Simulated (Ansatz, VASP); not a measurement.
# One calculation of CdTe, two programs

```xyz
2
Lattice="0.0000 3.2050 3.2050 3.2050 0.0000 3.2050 3.2050 3.2050 0.0000" Properties=species:S:1:pos:R:3 pbc="T T T"
Te    4.8075    4.8075    4.8075
Cd    0.0000    0.0000    0.0000
```

Alike in both runs: task relaxation of cell and atoms; functional PBEsol; dispersion D4; k mesh 7 × 7 × 7; occupations fermi-dirac, width 0.05 eV; no spin polarisation.

|  | VASP | Ansatz |
| --- | --- | --- |
| version | VASP 6.6.1 | Ansatz 0.2.0 |
| potentials or method | VASP PAW PBE potentials, release 64 (Te, Cd), cutoff 600 eV | all-electron LAPW, scalar-relativistic |

Ansatz gave:

- relaxed volume (Å³/atom): 33.41
- relaxed cell length with the largest relative difference (Å): 4.555

Estimate VASP's values.

relaxed volume (Å³/atom): 33.49; relaxed cell length with the largest relative difference (Å): 4.558.

VASP's potentials were made for PBE, not for PBEsol. Ansatz ran all-electron here, and VASP with PAW potentials.

Spin-orbit coupling is off throughout.
